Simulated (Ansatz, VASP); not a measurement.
## Two plane-wave programs on Ba

```xyz
1
Lattice="-2.5424 2.5424 2.5424 2.5424 -2.5424 2.5424 2.5424 2.5424 -2.5424" Properties=species:S:1:pos:R:3 pbc="T T T"
Ba    0.0000    0.0000    0.0000
```

Alike in both runs: functional r2SCAN; k mesh 16 × 16 × 16; occupations fermi-dirac, width 0.15 eV; no spin polarisation.

Ansatz relaxed the structure, and its values are those at the end. VASP's run is a single point on that final structure, the one shown.

|  | VASP | Ansatz |
| --- | --- | --- |
| version | VASP 6.6.1 | Ansatz 0.2.0 |
| potentials or method | VASP PAW PBE potentials, release 64 (Ba_sv), cutoff 520 eV | scalar-relativistic, plane waves, PAW |
| valence electrons in the cell | 10 | 10 |

```tsv
	VASP	Ansatz	Ansatz less VASP
gap on the k mesh at the Fermi level (eV)	none	none	-
pressure (GPa)	0.0	0.0	-0.04
```

VASP's potentials were made for PBE, not for r2SCAN. A gap of «none» marks a metal or a gap that the smearing closes.

Spin-orbit coupling is off throughout.
